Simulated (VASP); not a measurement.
Runs of VASP 6.6.1 on Sn6Ge. The structure is that of space group P4/mmm (No. 123), or close to it. The cells are those of the table. 

```csv
task,cell,k mesh,cutoff (eV),gap on the mesh (eV),pressure (GPa),largest force (eV/Å)
single point,"a = 4.065, b = 4.065, c = 11.993 Å, 7 atoms",4 × 4 × 2,520,none,-0.2,0.03
single point,"a = 8.010, b = 8.010, c = 5.739 Å, 7 atoms",3 × 3 × 3,520,none,-0.3,0.02
single point,"a = 5.268, b = 5.268, c = 7.220 Å, 7 atoms",3 × 3 × 3,520,none,0.0,(a)
relaxation of cell and atoms,"relaxed from a = 6.431, b = 6.431, c = 5.311 Å, 7 atoms",3 × 3 × 3,600,none,0.0,0.03
```

Alike in all rows: level PBE; potentials or basis VASP PAW PBE potentials, release 64 (Sn_d, Ge_d); no spin polarisation; smearing gaussian 0.2 eV.

Q: Estimate the missing entries.

A: (a) 0.06.

Caveats: all runs use coarse meshes; spin-orbit coupling is left out, which moves the levels of the heavy elements; the relaxation stopped at a loose force limit of 0.08 eV/Å, so its end isn't a converged minimum (some runs).

A k mesh can miss the band edges, and the runs leave out spin-orbit coupling on Ge, Sn.

A gap of «none» marks levels without a gap at the run's occupations.
